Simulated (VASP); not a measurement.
# KSi32 (a cell with a defect) in VASP: single point with PBE

Aim: the single point of KSi32 (a cell with a defect) with PBE.

All numbers are computed with VASP 6.6.1; they aren't measurements. Logs are shortened: lines on timing, memory, paths and dates and some standing lists are left out, and cuts for length are marked.

## (1) The cell of the first run

The cell holds a defect, 33 atoms: a = 9.474 Å, b = 9.474 Å, c = 9.474 Å, α = 109.47°, β = 109.47°, γ = 109.47°.

## (2) Single point, PBE

INCAR

```
PREC = Accurate
ENCUT = 520
EDIFF = 1E-7
ISMEAR = 0
SIGMA = 0.02
LREAL = Auto
LASPH = T
NELM = 60
ALGO = Normal
ISIF = 2
LWAVE = F
LCHARG = F
GGA = PE
NBANDS = 90
NELECT = 136.0
```

KPOINTS

```
Automatic mesh
0
Gamma
  2 2 2
  0.5 0.5 0.5
```

POSCAR

```
KSi32
1.0
   -5.4700937627     -5.4700937627      5.4700937627
    5.4700937627     -5.4700937627     -5.4700937627
    5.4700937627      5.4700937627      5.4700937627
Si K
32 1
Direct
    0.2444357552      0.7461630782      0.7460141776
    0.0000011883      0.7169176928     -0.0115110458
    0.4791523900      0.4791512931      0.7335236239
    0.2538366910      0.4982692470     -0.0001497232
    0.0000000000      0.5208465565      0.2543721480
    0.7475778620      0.7475761253      0.2474640397
    0.5017310706      0.7555655678      0.5015794279
    0.0000006398     -0.0000011883      0.7520702896
    0.7461654548      0.2444339271      0.7460143605
    0.4982709837      0.2538358683     -0.0001504545
    0.2830828076      0.2830804310      0.2715706649
    0.0000005484      0.2524224556      0.4998871351
    0.7555662991      0.5017286027      0.5015798849
    0.7169195210     -0.0000010969     -0.0115107716
    0.5208481104     -0.0000010969      0.2543705941
    0.2524244665     -0.0000011883      0.4998877750
    0.2538367824      0.7555641054      0.5039857852
    0.0000010969      0.7475753940      0.7501122792
    0.5208486588      0.5208475620      0.5164763389
    0.2444343841      0.4982688813      0.7484205349
    0.0000010969      0.4791518416     -0.0043705832
    0.7169195210      0.7169171444     -0.0215707454
    0.5017307964      0.7461633524      0.2501496426
    0.0000011883     -0.0000005484      0.4979297647
    0.7555661163      0.2538345886      0.5039856024
    0.4982713493      0.2444336529      0.7484200779
    0.2524238267      0.2524221814      0.0025359712
    0.0000010969      0.2830804310      0.2615107825
    0.7461641751      0.5017289683      0.2501504653
    0.7475775878     -0.0000004570      0.7501129191
    0.4791533955      0.0000000000     -0.0043721371
    0.2830822591     -0.0000011883      0.2615110567
    0.0000008227     -0.0000009141      0.1249999597
```

Potentials or basis: VASP PAW PBE potentials, release 64 (Si, K_sv).

The run is started by

```bash
$ cat potpaw_PBE.64/Si/POTCAR potpaw_PBE.64/K_sv/POTCAR > POTCAR
$ mpirun -np 1 vasp_std > vasp.out
```

OUTCAR:

```text
PREC = Accurate
   ENCUT = 520
   EDIFF = 1E-7
   ISMEAR = 0
   LREAL = Auto
   LASPH = T
   NELM = 60
   ISIF = 2
   GGA = PE
   NELECT = 136.0

 ion  position               nearest neighbor table
   1  0.244  0.746  0.746-  18 2.33  31 2.34  17 2.35  20 2.36
   2  0.000  0.717  0.988-  21 2.28  18 2.37  33 2.56  32 2.65  22 2.65
   3  0.479  0.479  0.734-  22 2.28  26 2.34  20 2.34  19 2.35
   4  0.254  0.498  1.000-  27 2.33  21 2.34  20 2.35  23 2.36
   5  0.000  0.521  0.254-  28 2.28  17 2.34  29 2.34  21 2.35
   6  0.748  0.748  0.247-  23 2.33  29 2.33  22 2.37  24 2.39
   7  0.502  0.756  0.502-  30 2.33  19 2.34  23 2.35  17 2.36
   8  0.000  1.000  0.752-  27 2.39  30 2.39  18 2.39  24 2.41
   9  0.746  0.244  0.746-  30 2.33  21 2.34  25 2.35  26 2.36
  10  0.498  0.254  1.000-  27 2.33  31 2.34  26 2.35  29 2.36
  11  0.283  0.283  0.272-  19 2.28  27 2.37  33 2.56  32 2.65  28 2.65
  12  0.000  0.252  0.500-  20 2.33  25 2.33  28 2.37  24 2.39
  13  0.756  0.502  0.502-  18 2.33  19 2.34  29 2.35  25 2.36
  14  0.717  1.000  0.988-  31 2.28  30 2.37  33 2.56  28 2.65  22 2.65
  15  0.521  1.000  0.254-  32 2.28  23 2.34  25 2.34  31 2.35
  16  0.252  1.000  0.500-  26 2.33  17 2.33  32 2.37  24 2.39
  17  0.254  0.756  0.504-  16 2.33   5 2.34   1 2.35   7 2.36
  18  0.000  0.748  0.750-  13 2.33   1 2.33   2 2.37   8 2.39
  19  0.521  0.521  0.516-  11 2.28  13 2.34   7 2.34   3 2.35
  20  0.244  0.498  0.748-  12 2.33   3 2.34   4 2.35   1 2.36
  21  0.000  0.479  0.996-   2 2.28   4 2.34   9 2.34   5 2.35
  22  0.717  0.717  0.978-   3 2.28   6 2.37  33 2.56   2 2.65  14 2.65
  23  0.502  0.746  0.250-   6 2.33  15 2.34   7 2.35   4 2.36
  24  0.000  1.000  0.498-  12 2.39   6 2.39  16 2.39   8 2.41
  25  0.756  0.254  0.504-  12 2.33  15 2.34   9 2.35  13 2.36
  26  0.498  0.244  0.748-  16 2.33   3 2.34  10 2.35   9 2.36
  27  0.252  0.252  0.003-   4 2.33  10 2.33  11 2.37   8 2.39
  28  0.000  0.283  0.262-   5 2.28  12 2.37  33 2.56  14 2.65  11 2.65
  29  0.746  0.502  0.250-   6 2.33   5 2.34  13 2.35  10 2.36
  30  0.748  1.000  0.750-   9 2.33   7 2.33  14 2.37   8 2.39
  31  0.479  0.000  0.996-  14 2.28  10 2.34   1 2.34  15 2.35
  32  0.283  1.000  0.262-  15 2.28  16 2.37  33 2.56   2 2.65  11 2.65
  33  0.000  1.000  0.125-  14 2.56  28 2.56  22 2.56   2 2.56  32 2.56  11 2.56

  LATTYP: Found a body centered cubic cell.
 ALAT       =    10.9401875254

  Lattice vectors:

 A1 = (  -5.4700937627,  -5.4700937627,   5.4700937627)
 A2 = (   5.4700937627,  -5.4700937627,  -5.4700937627)
 A3 = (   5.4700937627,   5.4700937627,   5.4700937627)

Analysis of symmetry for initial positions (statically):
=====================================================================
 Subroutine PRICEL returns:
 Original cell was already a primitive cell.

 Routine SETGRP: Setting up the symmetry group for a
 body centered cubic supercell.

 Subroutine GETGRP returns: Found 12 space group operations
 (whereof  6 operations were pure point group operations)
 out of a pool of 48 trial point group operations.

The static configuration has the point symmetry C_3v.
 The point group associated with its full space group is D_3d.

Analysis of symmetry for dynamics (positions and initial velocities):
=====================================================================
 Subroutine PRICEL returns:
 Original cell was already a primitive cell.

 Routine SETGRP: Setting up the symmetry group for a
 body centered cubic supercell.

 Subroutine GETGRP returns: Found 12 space group operations
 (whereof  6 operations were pure point group operations)
 out of a pool of 48 trial point group operations.

The dynamic configuration has the point symmetry C_3v.
 The point group associated with its full space group is D_3d.

 Subroutine INISYM returns: Found 12 space group operations
 (whereof  6 operations are pure point group operations),
 and found     1 'primitive' translations

----------------------------------------------------------------------------------------

                                     Primitive cell

  volume of cell :     654.7030

  direct lattice vectors                    reciprocal lattice vectors
    -5.470093763 -5.470093763  5.470093763     0.000000000 -0.091406111  0.091406111
     5.470093763 -5.470093763 -5.470093763     0.091406111 -0.091406111  0.000000000
     5.470093763  5.470093763  5.470093763     0.091406111  0.000000000  0.091406111

  length of vectors
     9.474480319  9.474480319  9.474480319     0.129267762  0.129267762  0.129267762

  position of ions in fractional coordinates (direct lattice)
     0.244435755  0.746163078  0.746014178
     0.000001188  0.716917693  0.988488954
     0.479152390  0.479151293  0.733523624
     0.253836691  0.498269247  0.999850277
     0.000000000  0.520846556  0.254372148
     0.747577862  0.747576125  0.247464040
[... 25 lines left out ...]
     0.283082259  0.999998812  0.261511057
     0.000000823  0.999999086  0.124999960

  ion indices of the primitive-cell ions
   primitive index   ion index
                 1           1
                 2           2
                 3           3
                 4           4
                 5           5
                 6           6
[... 25 lines left out ...]
                32          32
                33          33

----------------------------------------------------------------------------------------

 KPOINTS: Automatic mesh

Automatic generation of k-mesh.
 Grid dimensions read from file:
 generate k-points for:    2    2    2

 Generating k-lattice:

  Cartesian coordinates                     Fractional coordinates (reciprocal lattice)
     0.000000000 -0.045703056  0.045703056     0.500000000  0.000000000  0.000000000
     0.045703056 -0.045703056  0.000000000     0.000000000  0.500000000  0.000000000
     0.045703056  0.000000000  0.045703056     0.000000000  0.000000000  0.500000000

  Length of vectors
     0.064633881  0.064633881  0.064633881

  Shift w.r.t. Gamma in fractional coordinates (k-lattice)
     0.500000000  0.500000000  0.500000000

 Subroutine IBZKPT returns following result:
 ===========================================

 Found      2 irreducible k-points:

 Following reciprocal coordinates:
            Coordinates               Weight
  0.250000  0.250000  0.250000      2.000000
 -0.250000  0.250000  0.250000      6.000000
   k-points           NKPTS =      2   k-points in BZ     NKDIM =      2   number of bands    NBANDS=     90
   number of dos      NEDOS =    301   number of ions     NIONS =     33
   total plane-waves  NPLWV = 343000
   dimension x,y,z NGX =    70 NGY =   70 NGZ =   70
   dimension x,y,z NGXF=   140 NGYF=  140 NGZF=  140
   ions per type =              32   1
   NGX,Y,Z   is equivalent  to a cutoff of  12.28, 12.28, 12.28 a.u.
   NGXF,Y,Z  is equivalent  to a cutoff of  24.57, 24.57, 24.57 a.u.
 SYSTEM =  unknown system
   PREC   = accura    normal or accurate (medium, high low for compatibility)
   ISTART =      0    job   : 0-new  1-cont  2-samecut
   ICHARG =      2    charge: 1-file 2-atom 10-const
   ISPIN  =      1    spin polarized calculation?
   LNONCOLLINEAR =      F non collinear calculations
   LSORBIT =      F    spin-orbit coupling
   LASPH  =      T    aspherical Exc in radial PAW
   ENCUT  =  520.0 eV  38.22 Ry    6.18 a.u.  17.62 17.62 17.62*2*pi/ulx,y,z
   NELM   =     60;   NELMIN=  2; NELMDL= -5     # of ELM steps
   EDIFF  = 0.1E-06   stopping-criterion for ELM
   LREAL  =      T    real-space projection
   EDIFFG = 0.1E-05   stopping-criterion for IOM
   NSW    =      0    number of steps for IOM
   IBRION =     -1    ionic relax: 0-MD 1-quasi-New 2-CG
   NFREE  =      0    steps in history (QN), initial steepest desc. (CG)
   ISIF   =      2    stress and relaxation
   ISYM   =      2    0-nonsym 1-usesym 2-fastsym
   POTIM  = 0.5000    time-step for ionic-motion
   TEBEG  =    0.0;   TEEND  =   0.0 temperature during run
   PSTRESS=    0.0 pullay stress
   NELECT =     136.0000    total number of electrons
   NUPDOWN=      -1.0000    fix difference up-down
   EMIN   =  10.00;   EMAX   =-10.00  energy-range for DOS
   EFERMI =   0.00;   METHOD = LEGACY
   ISMEAR =     0;   SIGMA  =   0.02  broadening in eV -4-tet -1-fermi 0-gaus
   EFERMI_NEDOS =   21; number of points for ismear=-14 and -15
   IALGO  =     38    algorithm
   IMIX   =      4    mixing-type and parameters
     AMIX     =   0.40;   BMIX     =  1.00
     AMIX_MAG =   1.60;   BMIX_MAG =  1.00
  volume/ion in A,a.u.               =      19.84       133.88
  Fermi-wavevector in a.u.,A,eV,Ry     =   0.969556  1.832196 12.790013  0.940039
  Thomas-Fermi vector in A             =   2.099619
   LORBIT       =      0    0 simple, 1 ext, 2 COOP (PROOUT), +10 PAW based schemes
   GGA     = PE    functional components
   LHFCALC =     F    Hartree Fock is set to
   AEXX    =    0.0000 exact exchange contribution
   IVDW    =     0    specifies the selected vdW correction
   LEPSILON=     F    determine dielectric tensor
   LRPA    =     F    only Hartree local field effects (RPA)
 non-spin polarized calculation
 Gauss-broadening in eV      SIGMA  =   0.02
  energy-cutoff  :      520.00
  volume of cell :      654.70
 maximum number of plane-waves:     17628
 NGX is ok and might be reduce to    70
   NGX = 35   NGY = 35   NGZ = 35

 number of electron     136.0000000 magnetization

 Free energy of the ion-electron system (eV)
  ---------------------------------------------------
  ext. energy  EPLUGINS =         0.00000000
  ---------------------------------------------------
  free energy    TOTEN  =      -175.00878311 eV

  energy without entropy =     -175.00878311  energy(sigma->0) =     -175.00878311

 E-fermi :   5.3889     XC(G=0):  -9.4413

 val. band max:        5.2520918725   @ k =   0.2500   0.2500   0.2500
 cond. band min:       6.3889757098   @ k =  -0.2500   0.2500   0.2500
 fundamental gap:      1.1368838373
 Fermi energy:         5.3888907722

 k-point     1 :       0.2500    0.2500    0.2500
  band No.  band energies     occupation
      1     -24.3044      2.00000
      2      -8.6812      2.00000
      3      -8.6811      2.00000
      4      -7.9043      2.00000
      5      -5.3151      2.00000
      6      -5.3002      2.00000
[... 72 lines left out ...]
     79       7.3042      0.00000
     80       7.4652      0.00000

 k-point     2 :      -0.2500    0.2500    0.2500
  band No.  band energies     occupation
      1     -24.3044      2.00000
      2      -8.6811      2.00000
      3      -8.6807      2.00000
      4      -7.9040      2.00000
      5      -5.7793      2.00000
      6      -4.8545      2.00000
[... 72 lines left out ...]
     79       8.1270      0.00000
     80       8.1785      0.00000
 [bands above 80 left out]

------------------------ aborting loop because EDIFF is reached ----------------------------------------

  FORCE on cell =-STRESS in cart. coord.  units (eV):
  Direction    XX          YY          ZZ          XY          YZ          ZX
  --------------------------------------------------------------------------------------
  -------------------------------------------------------------------------------------
  Total        7.0853413      7.0853413      7.0853413     -6.8861144     -6.8861144     -6.8861144
  in kB       17.3391201     17.3391201     17.3391201    -16.8515756    -16.8515756    -16.8515756
  external PRESSURE =      17.3391201 kB  Pullay stress =       0.0000000 kB

 VOLUME and BASIS-vectors are now :
 -----------------------------------------------------------------------------
  energy-cutoff  :      520.00
  volume of cell :      654.70
      direct lattice vectors                 reciprocal lattice vectors
    -5.470093763 -5.470093763  5.470093763     0.000000000 -0.091406111  0.091406111
     5.470093763 -5.470093763 -5.470093763     0.091406111 -0.091406111  0.000000000
     5.470093763  5.470093763  5.470093763     0.091406111  0.000000000  0.091406111

 POSITION                                       TOTAL-FORCE (eV/Angst)
 -----------------------------------------------------------------------------------
      6.82526     -1.33790      1.33627         0.000078     -0.000496     -0.000945
      9.32873      1.48551      1.48553        -0.031445      0.005165      0.005165
      4.01244     -1.22957      4.01245        -0.002762     -0.001075     -0.002762
      6.80634      1.35518      4.13221        -0.000945      0.000078     -0.000496
      4.24052     -1.45764     -1.45764        -0.001075     -0.002762     -0.002762
      1.35364     -6.82498      1.35366        -0.002657      0.011041     -0.002657
[... 25 lines left out ...]
      5.35209     -5.58808     -2.49111        -0.005165     -0.005165      0.031445
      6.15385     -4.78633     -4.78632         0.000000     -0.000000     -0.000000
 -----------------------------------------------------------------------------------
    total drift:                                0.018337     -0.000481     -0.018631

  FREE ENERGIE OF THE ION-ELECTRON SYSTEM (eV)
  ---------------------------------------------------
  free  energy   TOTEN  =      -175.0087831133 eV

  energy  without entropy=     -175.0087831133  energy(sigma->0) =     -175.00878311
```

It took 3.9 min on 1 thread of Intel Xeon Platinum 8259CL at 2.50GHz (Skylake/Cascade Lake), shared host; peak memory 0.68 GiB.

What came out:

| Item | Value |
| --- | --- |
| Free energy | -175.0088 eV |
| Largest force | 0.032 eV/Å |

Forces on the atoms (eV/Å):
```
Si   0.000  0.000 -0.001
Si  -0.031  0.005  0.005
Si  -0.003 -0.001 -0.003
Si  -0.001  0.000  0.000
Si  -0.001 -0.003 -0.003
Si  -0.003  0.011 -0.003
Si   0.000 -0.001  0.000
Si  -0.002 -0.002 -0.002
Si  -0.001  0.000  0.000
Si   0.000  0.000 -0.001
Si   0.005 -0.031  0.005
Si   0.011 -0.003 -0.003
Si   0.000 -0.001  0.000
Si   0.005  0.005 -0.031
Si  -0.003 -0.003 -0.001
Si  -0.003 -0.003  0.011
Si   0.001  0.000  0.000
Si  -0.011  0.003  0.003
Si   0.003  0.001  0.003
Si   0.000  0.001  0.000
Si   0.001  0.003  0.003
Si  -0.005  0.031 -0.005
Si   0.000  0.000  0.001
Si   0.002  0.002  0.002
Si   0.000  0.000  0.001
Si   0.000  0.001  0.000
Si   0.003 -0.011  0.003
Si   0.031 -0.005 -0.005
Si   0.001  0.000  0.000
Si   0.003  0.003 -0.011
Si   0.003  0.003  0.001
Si  -0.005 -0.005  0.031
K    0.000  0.000  0.000
```

Caveat: the cell carries a net charge on a neutralising background, which shifts energy and pressure; the cell is charged against a uniform background, so pressure and absolute levels hang on convention.
